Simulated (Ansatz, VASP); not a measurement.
# CaO: VASP beside Ansatz

INCAR

```
SYSTEM = CaO
  PREC = Accurate
  ENCUT = 520
  EDIFF = 1E-6
  ISMEAR = 0
  SIGMA = 0.05
  LREAL = .False.
  LASPH = .True.
  NELM = 100
  ALGO = Normal
  ISIF = 2
  LWAVE = .False.
  LCHARG = .False.
  GGA = PE
  NBANDS = 15
```

KPOINTS

```
regular mesh
0
Gamma
  8 8 8
  0 0 0
```

File POSCAR:

```
CaO
1.0
    0.0000000000      2.4857350000      2.4857350000
    2.4857350000      0.0000000000      2.4857350000
    2.4857350000      2.4857350000      0.0000000000
Ca O
1 1
Direct
    0.0000000000      0.0000000000      0.0000000000
    0.5000000000      0.5000000000      0.5000000000
```

Input for Ansatz:

```yaml
crystal:
  lattice:
    - [0.0, 2.485735, 2.485735]
    - [2.485735, 0.0, 2.485735]
    - [2.485735, 2.485735, 0.0]
  atoms:
    - { symbol: Ca, position: [0.0, 0.0, 0.0] }
    - { symbol: O, position: [0.5, 0.5, 0.5] }
basis:
  ecutwfc: 420
kpoints:
  mp_grid: { grid: [8, 8, 8] }
hamiltonian:
  xc: pbe
scf:
  occupations: { method: gaussian, width: 0.05 }
output:
  forces: true
  stress: true
  eigenvalues: true
```

Change from the starting cell: strain +0.015 along x and y, +0.015 along z, atoms carried along.

Alike in both runs: task single point; functional PBE; k mesh 8 × 8 × 8; occupations gaussian, width 0.05 eV; no spin polarisation.

```csv
,VASP,Ansatz
version,VASP 6.6.1,Ansatz 0.2.0
potentials or method,"VASP PAW PBE potentials, release 64 (Ca_sv, O), cutoff 520 eV","scalar-relativistic, plane waves, PAW"
valence electrons in the cell,16,16
```

|  | VASP | Ansatz | Ansatz less VASP |
| --- | --- | --- | --- |
| gap on the k mesh at the Fermi level (eV) | 3.64 | 3.66 | +0.015 |
| least direct gap on the mesh (eV) | 3.94 | 3.95 | +0.013 |
| pressure (GPa) | -7.2 | -7.5 | -0.37 |
